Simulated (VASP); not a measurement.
BAs:

```
B As
1.0
     2.12755    0.00000    0.00000
     0.00000    3.17406    0.00000
     0.00000    0.00000    4.95098
B As
1 1
Cartesian
  0.0000 1.5870 0.0000
  1.0638 1.5870 2.4755
```

- Program: VASP 6.6.1
- Task: relaxation of cell and atoms
- Functional: PBE-based screened hybrid with 25 % exact exchange
- Potentials or basis: VASP PAW PBE potentials, release 64 (B, As)
- Cutoff: 600 eV
- k mesh: 6 × 4 × 3
- Occupations: fermi-dirac, width 0.05 eV
- Spin: no spin polarisation

At the start: pressure 6.5 GPa; volume 16.72 Å³/atom.

**Question.** Where does the relaxation end?

**Answer.** Over 29 steps the energy falls by 1202.8 meV/atom and the volume is 12.54 Å³/atom (-25.0 %); space group Pmmm (No. 47, to 0.1 Å) before, P4/mmm (No. 123, to 0.1 Å).

The path:
```
step  energy change (eV)  largest force (eV/Å)  pressure (GPa)  volume (Å³)
   1              0.0000                0.0000            6.47        33.43
   2             -0.6966                0.0000          -10.98        36.28
   3             -0.7179                0.0000           -9.41        35.93
   4             -0.7175                0.0000           -8.81        35.83
   5             -1.0334                0.0000           -9.59        31.68
   6             -1.0427                0.0000           46.71        20.47
   7             -1.3270                0.0000           -6.00        28.22
   8             -1.4562                0.0000            9.04        24.22
   9             -1.4603                0.0000            3.44        25.16
  10             -1.4644                0.0000            6.14        24.68
  11             -1.6737                0.0000            8.06        23.46
  12             -0.9327                0.0000           65.29        19.33
  13             -1.7352                0.0000           20.57        22.16
  14             -1.7551                0.0000           16.35        22.54
  15             -1.9288                0.0000           13.73        22.95
  16             -2.1163                0.0000           11.65        23.35
  17             -2.0981                0.0000            9.79        23.56
  18             -2.1465                0.0000            7.97        23.58
  19             -2.2523                0.0000            8.96        23.53
  20             -2.3783                0.0000            2.33        24.63
  21             -2.3945                0.0000           -0.33        24.99
  22             -2.3974                0.0000           -2.74        25.69
  23             -2.4021                0.0000           -1.87        25.39
  24             -2.4021                0.0000           -1.75        25.35
  25             -2.4055                0.0000            0.05        25.09
  26             -2.4055                0.0000           -0.15        25.12
  27             -2.4055                0.0000           -0.18        25.12
  28             -2.4056                0.0000           -0.10        25.10
  29             -2.4056                0.0000           -0.02        25.08
```

Final structure:
```
B As
1.0
     3.08447    0.00000    0.00000
     0.00000    2.64777    0.00000
     0.00000    0.00000    3.07084
B As
1 1
Direct
  0.00000 0.50000 0.00000
  0.50000 0.50000 0.50000
```

Caveat: the k points lie up to 0.68 Å⁻¹ apart in the final cell, too coarse for converged energies and pressures of a metal; the volume moved by over 15 % at a fixed basis, so the end points are rough; the PAW data sets were made with another functional, which shifts forces and pressure a little.
